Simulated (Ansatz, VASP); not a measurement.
# Cr in VASP and in Ansatz

INCAR

```
ALGO = Fast ; EDIFF = 1E-6
ENCUT = 520 ; GGA = PS
ISIF = 2 ; ISMEAR = 0
LASPH = True ; LCHARG = False
LREAL = False ; LWAVE = False
NBANDS = 12 ; NELM = 60
PREC = Accurate ; SIGMA = 0.15
```

File KPOINTS:

```
k-points
0
Gamma
  26 26 26
```

Contents of POSCAR:

```
Cr
1.0
   -1.3212015786      1.3212015786      1.7175620522
    1.3212015786     -1.3212015786      1.7175620522
    1.3212015786      1.3212015786     -1.7175620522
Cr
1
Direct
    0.0000000000      0.0000000000      0.0000000000
```

Input for Ansatz:

```yaml
crystal:
  lattice:
    - [-1.3212015786, 1.3212015786, 1.7175620522]
    - [1.3212015786, -1.3212015786, 1.7175620522]
    - [1.3212015786, 1.3212015786, -1.7175620522]
  atoms:
    - { symbol: Cr, position: [0.0, 0.0, 0.0] }
basis:
  ecutwfc: 420
kpoints:
  mp_grid: { grid: [26, 26, 26] }
hamiltonian:
  xc: pbesol
scf:
  occupations: { method: gaussian, width: 0.15 }
output:
  forces: true
  stress: true
  eigenvalues: true
```

Alike in both runs: task single point; functional PBEsol; k mesh 26 × 26 × 26; occupations gaussian, width 0.15 eV; no spin polarisation.

```csv
,VASP,Ansatz
version,VASP 6.6.1,Ansatz 0.2.0
potentials or method,"VASP PAW PBE potentials, release 64 (Cr_pv), cutoff 520 eV","scalar-relativistic, plane waves, PAW"
valence electrons in the cell,12,14
```

```csv
,VASP,Ansatz,Ansatz less VASP
gap on the k mesh at the Fermi level (eV),none,none,-
pressure (GPa),-11.9,-11.5,+0.41
"traceless stress, the component that is largest in VASP (GPa)",-15.15,-15.28,-0.131
```

VASP's potentials were made for PBE, not for PBEsol. A gap of «none» marks a metal or a gap that the smearing closes. VASP's potentials hold 12 valence electrons a cell and Ansatz's 14, so a difference there can come from the potentials and not from the codes.
